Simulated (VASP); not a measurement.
Input of a VASP 6.6.1 run:

Contents of INCAR:

```
SYSTEM = BaTiO3
PREC = Accurate ; ENCUT = 520
EDIFF = 1E-7 ; ISMEAR = 0
SIGMA = 0.02 ; LREAL = .FALSE.
LASPH = .TRUE. ; NELM = 80
ALGO = Normal ; ISIF = 2
LWAVE = .FALSE. ; LCHARG = .FALSE.
GGA = PE ; NBANDS = 28
```

The input KPOINTS:

```
Automatic mesh
0
G
  8 8 6
  0 0 0
```

POSCAR

```
BaTiO3
1.0
    3.8061045554      0.0000000000      0.0000000000
    0.0000000000      3.8061045554      0.0000000000
    0.0000000000      0.0000000000      4.0114609321
Ba Ti O
1 1 3
Direct
    0.5000000000      0.5000000000      0.5795045534
    0.0000000000      0.0000000000      0.0941531565
    0.0000000000      0.5000000000      0.0630344283
    0.5000000000      0.0000000000      0.0630344283
    0.0000000000      0.0000000000      0.5602704236
```

Potentials or basis: VASP PAW PBE potentials, release 64 (Ba_sv, Ti_sv, O).

The run is started by

```sh
$ cat potpaw_PBE.64/Ba_sv/POTCAR potpaw_PBE.64/Ti_sv/POTCAR potpaw_PBE.64/O/POTCAR > POTCAR
$ mpirun -np 1 vasp_std > vasp.out
```

Problem. Predict the pressure.

Solution. 27.6 GPa.

Problem. Estimate the largest force.

Solution. 0.041 eV/Å.

Problem. Predict the band gap on the k mesh.

Solution. 1.95 eV, indirect (least direct gap 2.28 eV).

Stress tensor (GPa, compression positive):
```
31.54  0.00  0.00
 0.00 31.54  0.00
 0.00  0.00 19.60
```

Caveat: the cell differs from its parent crystal (equal strain along all axes, cell held: -4.5 %, then relaxed in part); spin-orbit coupling is left out, which moves the levels of the heavy elements. A k mesh can miss the band edges.
